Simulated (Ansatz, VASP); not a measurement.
TlCuI3: VASP beside Ansatz

INCAR

```
PREC     = Accurate       # precision mode
ENCUT    = 520            # plane-wave cutoff, eV
EDIFF    = 1E-6           # SCF threshold, eV
ISMEAR   = 0              # smearing method
SIGMA    = 0.1            # smearing width, eV
LREAL    = False          # projectors in reciprocal space
LASPH    = True           # aspherical terms in the spheres
NELM     = 100            # most SCF steps
ALGO     = Normal         # electronic algorithm
ISIF     = 2              # what is computed and relaxed
LWAVE    = False          # write WAVECAR
LCHARG   = True           # write CHGCAR
GGA      = PE             # functional
LELF     = True           # ELF
LVHAR    = True         
NBANDS   = 30             # bands
```

The input KPOINTS:

```
Automatic mesh
0
Gamma
  8 8 8
```

File POSCAR:

```
TlCuI3
1.0
    5.6551589425      0.0000000000      0.0000000000
    0.0000000000      5.6551589425      0.0000000000
    0.0000000000      0.0000000000      5.6551589425
Tl Cu I
1 1 3
Direct
    0.5000000000      0.5000000000      0.5000000000
    0.0000000000      0.0000000000      0.0000000000
    0.5000000000      0.0000000000      0.0000000000
    0.0000000000      0.5000000000      0.0000000000
    0.0000000000      0.0000000000      0.5000000000
```

Input for Ansatz:

```yaml
crystal:
  lattice:
    - [5.6551589425, 0.0, 0.0]
    - [0.0, 5.6551589425, 0.0]
    - [0.0, 0.0, 5.6551589425]
  atoms:
    - { symbol: Tl, position: [0.5, 0.5, 0.5] }
    - { symbol: Cu, position: [0.0, 0.0, 0.0] }
    - { symbol: I, position: [0.5, 0.0, 0.0] }
    - { symbol: I, position: [0.0, 0.5, 0.0] }
    - { symbol: I, position: [0.0, 0.0, 0.5] }
basis:
  ecutwfc: 420
kpoints:
  mp_grid: { grid: [8, 8, 8] }
hamiltonian:
  xc: pbe
scf:
  occupations: { method: gaussian, width: 0.1 }
output:
  forces: true
  stress: true
  eigenvalues: true
```

Alike in both runs: task single point; functional PBE; k mesh 8 × 8 × 8; occupations gaussian, width 0.1 eV; no spin polarisation.

|  | VASP | Ansatz |
| --- | --- | --- |
| version | VASP 6.6.1 | Ansatz 0.2.0 |
| potentials or method | VASP PAW PBE potentials, release 64 (Tl_d, Cu, I), cutoff 520 eV | scalar-relativistic, plane waves, PAW |
| valence electrons in the cell | 45 | 83 |

Ansatz gave:

* gap on the k mesh at the Fermi level (eV): none
* pressure (GPa): -1.3

Question: Which values does VASP return?

Answer: gap on the k mesh at the Fermi level (eV): none; pressure (GPa): -1.2.

A gap of «none» marks a metal or a gap that the smearing closes. With one functional, cell and mesh, what is left measures potentials, basis and numerics. VASP's potentials hold 45 valence electrons a cell and Ansatz's 83, so a difference there can come from the potentials and not from the codes.

Neither program's run includes spin-orbit coupling.
